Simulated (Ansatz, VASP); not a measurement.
# Two plane-wave programs on CsH

INCAR

```
ALGO     = Normal         # electronic algorithm
EDIFF    = 1E-6           # SCF threshold, eV
ENCUT    = 520            # plane-wave cutoff, eV
GGA      = CA             # functional
ISIF     = 2              # what is computed and relaxed
ISMEAR   = 0              # smearing method
LASPH    = T              # aspherical terms in the spheres
LCHARG   = T              # write CHGCAR
LELF     = T              # ELF
LREAL    = F              # projectors in reciprocal space
LVHAR    = T            
LWAVE    = F              # write WAVECAR
NBANDS   = 12             # bands
NELM     = 60             # most SCF steps
PREC     = Accurate       # precision mode
SIGMA    = 0.05           # smearing width, eV
```

Contents of KPOINTS:

```
k-points
0
Gamma
  8 8 8
```

The input POSCAR:

```
CsH
1.0
    0.0398500000      3.1880000000      3.1880000000
    3.1880000000      0.0398500000      3.1880000000
    3.2278500000      3.2278500000      0.0000000000
Cs H
1 1
Direct
    0.0000000000      0.0000000000      0.0000000000
    0.5000000000      0.5000000000      0.5000000000
```

Input for Ansatz:

```yaml
crystal:
  lattice:
    - [0.03985, 3.188, 3.188]
    - [3.188, 0.03985, 3.188]
    - [3.22785, 3.22785, 0.0]
  atoms:
    - { symbol: Cs, position: [0.0, 0.0, 0.0] }
    - { symbol: H, position: [0.5, 0.5, 0.5] }
basis:
  ecutwfc: 420
kpoints:
  mp_grid: { grid: [8, 8, 8] }
hamiltonian:
  xc: lda
scf:
  occupations: { method: gaussian, width: 0.05 }
output:
  forces: true
  stress: true
  eigenvalues: true
```

Change from the starting cell: strain +0.0250 x Voigt [0, 0, 0, 0, 0, 1], atoms carried along.

Alike in both runs: task single point; functional LDA; k mesh 8 × 8 × 8; occupations gaussian, width 0.05 eV; no spin polarisation.

|  | VASP | Ansatz |
| --- | --- | --- |
| version | VASP 6.6.1 | Ansatz 0.2.0 |
| potentials or method | VASP PAW LDA potentials, release 64 (Cs_sv, H), cutoff 520 eV | scalar-relativistic, plane waves, PAW |
| valence electrons in the cell | 10 | 10 |

Ansatz gave:

* gap on the k mesh at the Fermi level (eV): 1.94
* least direct gap on the mesh (eV): 1.95
* pressure (GPa): -1.3
* traceless stress, the component that is largest in VASP (GPa): -0.14

Question: What did VASP give for the same quantities?

Answer: gap on the k mesh at the Fermi level (eV): 1.92; least direct gap on the mesh (eV): 1.94; pressure (GPa): -1.2; traceless stress, the component that is largest in VASP (GPa): -0.14.

LDA's correlation is that of Perdew and Zunger in VASP and of Perdew and Wang (1992) in Ansatz.

Spin-orbit coupling is off throughout.
